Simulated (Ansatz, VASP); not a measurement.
# Two plane-wave programs on Pd

The input INCAR:

```
PREC = Accurate ; ENCUT = 540
EDIFF = 1E-7 ; ISMEAR = -1
SIGMA = 0.05 ; LREAL = False
LASPH = True ; NELM = 120
ALGO = Normal ; ISIF = 3
LWAVE = False ; LCHARG = False
GGA = PS ; IBRION = 2
NSW = 60 ; EDIFFG = -0.005
GGA_COMPAT = False ; NELMIN = 4
```

File KPOINTS:

```
regular mesh
0
Gamma
  12 12 12
```

Contents of POSCAR:

```
Pd
1.0
    0.0000000000      2.6321573378      2.6321573378
    2.6321573378      0.0000000000      2.6321573378
    2.6321573378      2.6321573378      0.0000000000
Pd
2
Direct
   -0.1250000000     -0.1250000000     -0.1250000000
    0.1250000000      0.1250000000      0.1250000000
```

Input for Ansatz:

```yaml
crystal:
  lattice:
    - [0.0, 2.6321573378, 2.6321573378]
    - [2.6321573378, 0.0, 2.6321573378]
    - [2.6321573378, 2.6321573378, 0.0]
  atoms:
    - { symbol: Pd, position: [-0.125, -0.125, -0.125] }
    - { symbol: Pd, position: [0.125, 0.125, 0.125] }
kpoints:
  mp_grid: { grid: [12, 12, 12] }
scf:
  occupations: { method: fermi_dirac, width: 0.05 }
hamiltonian:
  xc: pbesol
  pseudopotentials: { kind: paw }
output:
  forces: true
  stress: true
  write_density: true
  write_potential: true
  elf: true
  volumetric_format: npy
relax:
  f_tol: 0.005
  max_steps: 40
  cell: {}
```

Alike in both runs: task relaxation of cell and atoms; functional PBEsol; k mesh 12 × 12 × 12; occupations fermi-dirac, width 0.05 eV; no spin polarisation.

```csv
,VASP,Ansatz
version,VASP 6.6.1,Ansatz 0.2.0
potentials or method,"VASP PAW PBE potentials, release 64 (Pd_sv_GW)","PAW with Ansatz's default frozen-core files, scalar-relativistic"
plane-wave cutoff (eV),540,420
valence electrons in the cell,36,36
```

Ansatz gave:

- relaxed volume (Å³/atom): 22.97
- relaxed cell length with the largest relative difference (Å): 4.020

Which values does VASP return?

Relaxed volume (Å³/atom): 22.44; relaxed cell length with the largest relative difference (Å): 3.989.

VASP's potentials were made for PBE, not for PBEsol.

Noted on VASP's run: the volume moved by over 15 % at a fixed basis, so the end points are rough.
